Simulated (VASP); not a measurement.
Input of a VASP 6.6.1 run:

Contents of INCAR:

```
PREC = Accurate ; ENCUT = 400
EDIFF = 1E-6 ; ISMEAR = -1
SIGMA = 0.01 ; LREAL = Auto
LASPH = T ; NELM = 200
ALGO = Normal ; ISIF = 2
LWAVE = F ; LCHARG = T
ISPIN = 2 ; MAGMOM = 0.02 0.14 0.01 0.09 0.01 0.08 0.03 0.14 0.01 0.01 0.11 0.02 0.07 0.02 0.08 0.01 0.11 0.02 0 0.02 0 0 0 0 0 0.02 0 0.01 0.01 0 0.01 0 0.03 0 0.03 0 0.02 0.01 0.01 0 0.02 0 0.02 0.01 0.03 0 0.03 0 0.02 0.01 0.01 0.01 0.01
LORBIT = 11 ; NUPDOWN = 2.0
LMAXMIX = 4 ; GGA = PE
LELF = T ; LVHAR = T
NBANDS = 262 ; NELECT = 450.0
GGA_COMPAT = F
```

Contents of KPOINTS:

```
regular mesh
0
Gamma
  1 1 1
```

POSCAR

```
AlW17S35
1.0
    9.3812494643     -0.0000000850      0.0000000000
   -4.6906246585      8.1244003979      0.0000000000
    0.0000000000      0.0000000000     12.1647637133
W S Al
17 35 1
Direct
    0.1106835002      0.2196004945      0.2505725143
    0.2094514232      0.0981313896      0.7503940298
    0.1103553287      0.5526942186      0.2504774997
    0.2146996649      0.4426039750      0.7517301189
    0.1105275144      0.8863149179      0.2506246705
    0.2227065966      0.7801806912      0.7489020025
    0.4439375222      0.2197119322      0.2502933790
    0.5508354762      0.1019377067      0.7498943972
    0.4439248207      0.5527772849      0.2504341465
    0.4439539050      0.8863214528      0.2506220722
    0.5522225203      0.7819758452      0.7484260856
    0.7770430493      0.2194467244      0.2504896649
    0.8865663042      0.1102983551      0.7477855048
    0.7770782714      0.5528104918      0.2504380300
    0.8911179587      0.4444041653      0.7518305816
    0.7770357545      0.8862078026      0.2509188761
    0.8950662933      0.7823216298      0.7485172492
    0.1147127660      0.2201063511      0.6185891534
    0.2213956239      0.1092608217      0.1197950579
    0.1073942046      0.2189534369      0.8804382607
    0.2218151525      0.1093883543      0.3811014763
    0.1096463547      0.5539935125      0.6189516103
    0.2209059932      0.4420696625      0.1199403975
    0.1111981764      0.5580997051      0.8815857313
    0.2212842712      0.4424283798      0.3811347744
    0.1137649842      0.8886594511      0.6145981380
    0.2212582699      0.7758403475      0.1201348376
    0.1124978090      0.8910655703      0.8837001732
    0.2208585606      0.7752354859      0.3810838665
    0.5541774394      0.1089898410      0.1196778846
    0.4474831043      0.2347850873      0.8569498848
    0.5542486682      0.1093212209      0.3811584504
    0.4407522430      0.5431619619      0.6258233978
    0.5544602364      0.4422059623      0.1196277672
    0.4363068673      0.5611335591      0.8846365749
    0.5541214299      0.4418204330      0.3811261679
    0.4408509756      0.8888306475      0.6149583679
    0.5547287506      0.7759243671      0.1201823152
    0.4452691709      0.8910855265      0.8820259781
    0.5540715244      0.7752134079      0.3814557235
    0.7692333279      0.2207640466      0.6190254916
    0.8874793992      0.1086757951      0.1201927265
    0.7744549772      0.2189901878      0.8795750577
    0.8877560193      0.1091832622      0.3813429165
    0.7703312052      0.5462730633      0.6249471862
    0.8877191995      0.4421423344      0.1198690021
    0.7900587531      0.5631938347      0.8846082001
    0.8876336179      0.4422571710      0.3811444170
    0.7758971497      0.8856629792      0.6179941227
    0.8877650090      0.7760693926      0.1202130343
    0.7765333472      0.8878505575      0.8779323855
    0.8875167285      0.7752506285      0.3812502903
    0.5744872487      0.4832278088      0.7640628878
```

Potentials or basis: VASP PAW PBE potentials, release 64 (W_sv, S, Al).

Run with:

```bash
$ cat potpaw_PBE.64/W_sv/POTCAR potpaw_PBE.64/S/POTCAR potpaw_PBE.64/Al/POTCAR > POTCAR
$ mpirun -np 1 vasp_gam > vasp.out
```

What does it give for the largest force?

0.950 eV/Å.

Forces on the atoms (eV/Å):
```
W   -0.173  0.106 -0.022
W    0.435  0.689  0.489
W   -0.178  0.137 -0.035
W    0.002 -0.248  0.007
W   -0.153  0.100 -0.012
W    0.004 -0.026 -0.033
W   -0.168  0.146 -0.007
W   -0.046  0.147  0.486
W   -0.193  0.079 -0.051
W   -0.207  0.090 -0.002
W    0.417 -0.217  0.069
W   -0.237  0.129 -0.018
W    0.162 -0.586 -0.028
W   -0.176  0.066 -0.050
W    0.452 -0.373  0.004
W   -0.178  0.108  0.018
W   -0.247 -0.138  0.117
S   -0.218  0.224  0.321
S    0.128 -0.050  0.387
S   -0.064  0.010 -0.587
S    0.107 -0.052 -0.369
S   -0.092  0.062  0.616
S    0.070 -0.059  0.447
S   -0.045 -0.029 -0.307
S    0.099 -0.037 -0.421
S   -0.099 -0.134  0.381
S    0.086 -0.062  0.418
S   -0.133 -0.324 -0.508
S    0.093 -0.031 -0.494
S    0.061 -0.032  0.398
S    0.003 -0.285 -0.303
S    0.059 -0.050 -0.389
S    0.090  0.106  0.204
S    0.085 -0.096  0.408
S    0.223  0.018 -0.317
S    0.101 -0.064 -0.362
S   -0.013 -0.047  0.398
S    0.072 -0.048  0.433
S   -0.031 -0.116 -0.446
S    0.066 -0.063 -0.441
S    0.082  0.253  0.277
S    0.104 -0.026  0.407
S   -0.114  0.132 -0.535
S    0.098 -0.050 -0.430
S   -0.280  0.044  0.162
S    0.103 -0.069  0.446
S   -0.272 -0.080 -0.201
S    0.073 -0.033 -0.429
S   -0.097  0.175  0.508
S    0.101 -0.059  0.437
S   -0.074  0.270 -0.437
S    0.122 -0.056 -0.415
Al  -0.012  0.448 -0.192
```

Caveat: the k points lie up to 0.77 Å⁻¹ apart; the cell carries a net charge on a neutralising background, which shifts energy and pressure; the total moment is fixed, so each spin has its own Fermi level and the state may be an excited one.
